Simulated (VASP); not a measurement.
Input of a VASP 6.6.1 run:

INCAR

```
SYSTEM = AlN
PREC = Accurate ; ENCUT = 520
EDIFF = 1E-6 ; ISMEAR = 0
SIGMA = 0.05 ; LREAL = .FALSE.
LASPH = .TRUE. ; NELM = 60
ALGO = Normal ; ISIF = 2
LWAVE = .FALSE. ; LCHARG = .FALSE.
GGA = PE ; NBANDS = 26
```

KPOINTS

```
regular mesh
0
G
  6 6 6
  0 0 0
```

POSCAR

```
AlN
1.0
    4.4025164325      0.0000000000      0.0000000000
    0.0000000000     -4.4025164325      0.0000000000
    0.0000000000      0.0000000000     -4.4025164325
Al N
4 4
Direct
   -0.0404747856     -0.1144799816     -0.0404747856
    0.5000000000      0.5000000000      0.0000000000
    0.5000000000      0.0000000000      0.5000000000
    0.0000000000      0.5000000000      0.5000000000
    0.7500000000      0.7500000000      0.7500000000
    0.2500000000      0.2500000000      0.7500000000
    0.2500000000      0.7500000000      0.2500000000
    0.7500000000      0.2500000000      0.2500000000
```

Potentials or basis: VASP PAW PBE potentials, release 64 (Al, N).

Command:

```bash
$ cat potpaw_PBE.64/Al/POTCAR potpaw_PBE.64/N/POTCAR > POTCAR
$ mpirun -np 1 vasp_std > vasp.out
```

**Question.** What does it give for the band gap on the k mesh?

**Answer.** 1.39 eV, indirect (least direct gap 1.50 eV).

**Question.** What does it give for the pressure?

**Answer.** 15.0 GPa.

**Question.** Predict the largest force.

**Answer.** 23.373 eV/Å.

Forces in eV/Å, atoms in the order of the input:
```
Al   13.759 -12.948 -13.759
Al   -0.969   2.234  -0.490
Al   -0.704  -1.422   0.704
Al    0.490   2.234   0.969
N   -11.829   8.153  11.829
N    -0.366   0.586   0.061
N    -0.319   0.579   0.319
N    -0.061   0.586   0.366
```

Caveat: the cell differs from its parent crystal (atom 1 (Al) moved by -0.252 Å along [1 1 0] and +0.504 Å along [0 0 1]); forces of over 1 eV/Å act on the atoms, so gaps and moduli don't describe the material at rest. A k mesh can miss the band edges.
